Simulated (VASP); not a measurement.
# MgO (a.b) (Fm-3m) in VASP: notebook, part 2 of 2

VASP 6.6.1.

**3. Single point, PBEsol**

This run uses another cell than the first one, of 9.36 Å³/atom, 0.996 times its volume.

Contents of INCAR:

```
PREC     = Accurate       # precision mode
ENCUT    = 600            # plane-wave cutoff, eV
EDIFF    = 1E-6           # SCF threshold, eV
ISMEAR   = 0              # smearing method
SIGMA    = 0.02           # smearing width, eV
LREAL    = F              # projectors in reciprocal space
LASPH    = T              # aspherical terms in the spheres
NELM     = 120            # most SCF steps
ALGO     = Normal         # electronic algorithm
ISIF     = 2              # what is computed and relaxed
LWAVE    = F              # write WAVECAR
LCHARG   = F              # write CHGCAR
GGA      = PS             # functional
NBANDS   = 11             # bands
GGA_COMPAT= F
```

Contents of KPOINTS:

```
Automatic mesh
0
Gamma
  10 10 10
```

Contents of POSCAR:

```
MgO
1.0
    0.0000000000      2.1075221055      2.1075221055
    2.1075221055      0.0000000000      2.1075221055
    2.1075221055      2.1075221055      0.0000000000
Mg O
1 1
Direct
    0.0000000000      0.0000000000      0.0000000000
    0.5000000000      0.5000000000      0.5000000000
```

Potentials or basis: VASP PAW PBE potentials, release 64 (Mg, O).

Started as:

```bash
$ cat potpaw_PBE.64/Mg/POTCAR potpaw_PBE.64/O/POTCAR > POTCAR
$ mpirun -np 1 vasp_std > vasp.out
```

OUTCAR:

```text
PREC = Accurate
   ENCUT = 600
   EDIFF = 1E-6
   ISMEAR = 0
   LREAL = F
   LASPH = T
   NELM = 120
   ISIF = 2
   GGA = PS

 ion  position               nearest neighbor table
   1  0.000  0.000  0.000-   2 2.11   2 2.11   2 2.11   2 2.11   2 2.11   2 2.11
   2  0.500  0.500  0.500-   1 2.11   1 2.11   1 2.11   1 2.11   1 2.11   1 2.11

  LATTYP: Found a face centered cubic cell.
 ALAT       =     4.2150442110

  Lattice vectors:

 A1 = (   0.0000000000,   2.1075221055,   2.1075221055)
 A2 = (   2.1075221055,   0.0000000000,   2.1075221055)
 A3 = (   2.1075221055,   2.1075221055,   0.0000000000)

Analysis of symmetry for initial positions (statically):
[... 6 lines left out ...]

 Subroutine GETGRP returns: Found 48 space group operations
 (whereof 48 operations were pure point group operations)
 out of a pool of 48 trial point group operations.

The static configuration has the point symmetry O_h .

Analysis of symmetry for dynamics (positions and initial velocities):
[... 6 lines left out ...]

 Subroutine GETGRP returns: Found 48 space group operations
 (whereof 48 operations were pure point group operations)
 out of a pool of 48 trial point group operations.

The dynamic configuration has the point symmetry O_h .

[... 149 lines left out ...]
 cond. band min:       7.6646918733   @ k =   0.0000   0.0000   0.0000
 fundamental gap:      4.6150988685
 Fermi energy:         3.1405365465

 k-point     1 :       0.0000    0.0000    0.0000
  band No.  band energies     occupation
      1     -14.1444      2.00000
      2       3.0496      2.00000
      3       3.0496      2.00000
      4       3.0496      2.00000
      5       7.6647      0.00000
      6      18.6720      0.00000
      7      18.6720      0.00000
      8      18.6720      0.00000
      9      22.5084      0.00000
     10      24.3900      0.00000
     11      24.3900      0.00000
[... 309 lines left out ...]
 k-point    24 :       0.4000    0.3000    0.0000
  band No.  band energies     occupation
      1     -12.8839      2.00000
      2      -0.5704      2.00000
      3       1.7296      2.00000
      4       1.9528      2.00000
      5      12.4973      0.00000
      6      13.0490      0.00000
      7      16.5076      0.00000
      8      21.0669      0.00000
      9      21.2710      0.00000
     10      27.7872      0.00000
     11      29.8989      0.00000

 [... further k-points ...]
[... 5 lines left out ...]
  --------------------------------------------------------------------------------------
  -------------------------------------------------------------------------------------
  Total       -0.0966925     -0.0966925     -0.0966925      0.0000000      0.0000000      0.0000000
  in kB       -8.2747923     -8.2747923     -8.2747923      0.0000000      0.0000000      0.0000000
  external PRESSURE =      -8.2747923 kB  Pullay stress =       0.0000000 kB

 VOLUME and BASIS-vectors are now :
 -----------------------------------------------------------------------------
  energy-cutoff  :      600.00
  volume of cell :       18.72
      direct lattice vectors                 reciprocal lattice vectors
     0.000000000  2.107522106  2.107522106    -0.237245436  0.237245436  0.237245436
     2.107522106  0.000000000  2.107522106     0.237245436 -0.237245436  0.237245436
     2.107522106  2.107522106  0.000000000     0.237245436  0.237245436 -0.237245436

 POSITION                                       TOTAL-FORCE (eV/Angst)
 -----------------------------------------------------------------------------------
      0.00000      0.00000      0.00000        -0.000000     -0.000000      0.000000
      2.10752      2.10752      2.10752         0.000000      0.000000     -0.000000
 -----------------------------------------------------------------------------------
    total drift:                               -0.000000     -0.000000      0.000000

  FREE ENERGIE OF THE ION-ELECTRON SYSTEM (eV)
  ---------------------------------------------------
  free  energy   TOTEN  =       -12.5153904465 eV

  energy  without entropy=      -12.5153904465  energy(sigma->0) =      -12.51539045
```

OSZICAR:

```text
N       E                     dE             d eps       ncg     rms          rms(c)
DAV:   1     0.184636499585E+02    0.18464E+02   -0.50266E+03  1138   0.734E+02
DAV:   2    -0.130962635552E+02   -0.31560E+02   -0.30673E+02  1188   0.146E+02
DAV:   3    -0.138970361422E+02   -0.80077E+00   -0.79996E+00  1272   0.209E+01
DAV:   4    -0.138990231645E+02   -0.19870E-02   -0.19870E-02  1115   0.116E+00
DAV:   5    -0.138990293661E+02   -0.62016E-05   -0.62016E-05  1232   0.650E-02    0.666E+00
DAV:   6    -0.125524101286E+02    0.13466E+01   -0.76374E+00  1067   0.151E+01    0.220E+00
DAV:   7    -0.125292240634E+02    0.23186E-01   -0.49437E-02  1124   0.208E+00    0.130E+00
DAV:   8    -0.125157779641E+02    0.13446E-01   -0.24238E-02  1073   0.177E+00    0.225E-01
DAV:   9    -0.125154815786E+02    0.29639E-03   -0.36342E-04  1187   0.135E-01    0.142E-01
DAV:  10    -0.125153885000E+02    0.93079E-04   -0.46336E-04  1139   0.164E-01    0.508E-03
DAV:  11    -0.125153899693E+02   -0.14693E-05   -0.43342E-06  1142   0.150E-02    0.343E-03
DAV:  12    -0.125153904465E+02   -0.47727E-06   -0.95204E-08   625   0.330E-03
   1 F= -.12515390E+02 E0= -.12515390E+02  d E =-.354592E-13
```

Run time: 4.9 s. Hardware: 1 thread of Intel Xeon Platinum 8488C (Sapphire Rapids), shared host; peak memory 0.14 GiB.

What came out:

```
Free energy            : -12.5154 eV
Pressure               : -0.8 GPa
Band gap on the k mesh : 4.62 eV, direct
```

Caveat: the PAW data sets were made with another functional, which shifts forces and pressure a little.
